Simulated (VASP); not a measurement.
Write the native input for VASP 6.6.1 that does the following.

```yaml
Task: single point
Functional: PBE
Potentials_or_basis: VASP PAW PBE potentials, release 64 (B, As_d)
Cutoff: 600 eV
k_mesh: 10 × 10 × 10
Occupations: fermi-dirac, width 0.02 eV
Spin: no spin polarisation
Dipole_correction: no
Second_run: valence_matched
Further_INCAR_settings: ALGO = Normal; EDIFF = 1e-06; NBANDS = 16
```

The structure of BAs lies in POSCAR:

```
BAs
1.0
    0.0000000000      2.3918676041      2.3201115760
    2.3918676041      0.0000000000      2.3201115760
    2.3918676041      2.3918676041      0.0000000000
B As
1 1
Direct
    0.0000000000      0.0000000000      0.0000000000
    0.2500000000      0.2500000000      0.2500000000
```

This cell differs from its parent crystal: uniaxial z strain -3.0%.

One way to write it, as run:

INCAR

```
PREC     = Accurate       # precision mode
ENCUT    = 600            # plane-wave cutoff, eV
EDIFF    = 1E-6           # SCF threshold, eV
ISMEAR   = -1             # smearing method
SIGMA    = 0.02           # smearing width, eV
LREAL    = False          # projectors in reciprocal space
LASPH    = True           # aspherical terms in the spheres
NELM     = 120            # most SCF steps
ALGO     = Normal         # electronic algorithm
ISIF     = 2              # what is computed and relaxed
LWAVE    = False          # write WAVECAR
LCHARG   = False          # write CHGCAR
GGA      = PE             # functional
NBANDS   = 16             # bands
GGA_COMPAT= False
```

KPOINTS

```
Automatic mesh
0
Gamma
  10 10 10
```

Potentials or basis: VASP PAW PBE potentials, release 64 (B, As_d).

Command:

```bash
$ cat potpaw_PBE.64/B/POTCAR potpaw_PBE.64/As_d/POTCAR > POTCAR
$ mpirun -np 1 vasp_std > vasp.out
```

Results of the run:

```yaml
Pressure: 6.4 GPa
Band_gap_on_the_k_mesh: 0.70 eV, indirect (least direct gap 3.00 eV)
```

Caveat: the cell differs from its parent crystal (uniaxial z strain -3.0%).

It took 24 s on 1 thread of AMD EPYC 9R45 96-Core Processor (Zen 5) (shared host), peak memory 0.16 GiB.
